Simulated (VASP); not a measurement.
Wanted: the native input for a VASP 6.6.1 run.

| Quantity | Value |
| --- | --- |
| Task | relaxation of the atoms |
| Functional | PBE |
| Potentials or basis | VASP PAW PBE potentials, release 64 (Si, N) |
| Cutoff | 520 eV |
| k mesh | 6 × 6 × 6 |
| Occupations | fermi-dirac, width 0.02 eV |
| Spin | no spin polarisation |
| Dipole correction | no |
| Further INCAR settings | ALGO = Normal; EDIFF = 1e-06; IBRION = 2; EDIFFG = -0.02; NSW = 80 |

The structure of Si3N4 lies in POSCAR:

```
Si3N4
1.0
   -3.1935966635      3.1935966635      3.1935966635
    3.1935966635     -3.1935966635      3.1935966635
    3.1935966635      3.1935966635     -3.1935966635
Si N
6 8
Direct
    0.2500000000      0.1250000000      0.8750000000
    0.8750000000      0.2500000000      0.1250000000
    0.7500000000      0.3750000000      0.6250000000
    0.6250000000      0.7500000000      0.3750000000
    0.1250000000      0.8750000000      0.2500000000
    0.3750000000      0.6250000000      0.7500000000
    0.5628000000      0.5628000000      0.5628000000
    0.4372000000      0.5000000000      0.0000000000
    0.5000000000      0.0000000000      0.9372000000
    0.0000000000      0.4372000000      0.5000000000
    0.9372000000      0.5000000000      0.0000000000
    0.0628000000      0.0628000000      0.0628000000
    0.0000000000      0.9372000000      0.5000000000
    0.5000000000      0.0000000000      0.4372000000
```

One way to write it, as run:

INCAR

```
  PREC = Accurate
  ENCUT = 520
  EDIFF = 1E-6
  ISMEAR = -1
  SIGMA = 0.02
  LREAL = False
  LASPH = True
  NELM = 60
  ALGO = Normal
  ISIF = 2
  LWAVE = False
  LCHARG = False
  GGA = PE
  IBRION = 2
  NSW = 80
  EDIFFG = -0.02
```

KPOINTS

```
Automatic mesh
0
Gamma
  6 6 6
```

Potentials or basis: VASP PAW PBE potentials, release 64 (Si, N).

Run with:

```console
$ cat potpaw_PBE.64/Si/POTCAR potpaw_PBE.64/N/POTCAR > POTCAR
$ mpirun -np 1 vasp_std > vasp.out
```

Results of the run:

```yaml
Energy_gained_by_relaxing: 0.8 meV/atom
Ionic_steps: 3
Pressure_after_relaxing: 12.9 GPa
Band_gap_on_the_k_mesh: 4.20 eV (least direct gap 4.37 eV)
```

It took 5.2 min on 1 thread of Intel Xeon 8259CL, on a shared host, peak memory 0.28 GiB.
